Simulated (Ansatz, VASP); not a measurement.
One calculation of Ta, two programs

```
Ta
1.0
    -1.65128    1.65128    1.66779
     1.65128   -1.65128    1.66779
     1.65128    1.65128   -1.66779
Ta
1
Direct
  0.00000 0.00000 0.00000
```

Change from the starting cell: zz strain of +1 %.

Alike in both runs: task single point; functional PBE; k mesh 17 × 17 × 17; occupations fermi-dirac, width 0.08 eV; no spin polarisation.

```csv
,VASP,Ansatz
version,VASP 6.6.1,Ansatz 0.2.0
potentials or method,"VASP PAW PBE potentials, release 64 (Ta_pv), cutoff 520 eV","all-electron LAPW, scalar-relativistic"
```

```tsv
	VASP	Ansatz	Ansatz less VASP
pressure (GPa)	1.2	1.1	-0.15
traceless stress, the component that is largest in VASP (GPa)	-0.66	-0.67	-0.002
```

Ansatz ran all-electron here, and VASP with PAW potentials.

Neither program's run includes spin-orbit coupling.
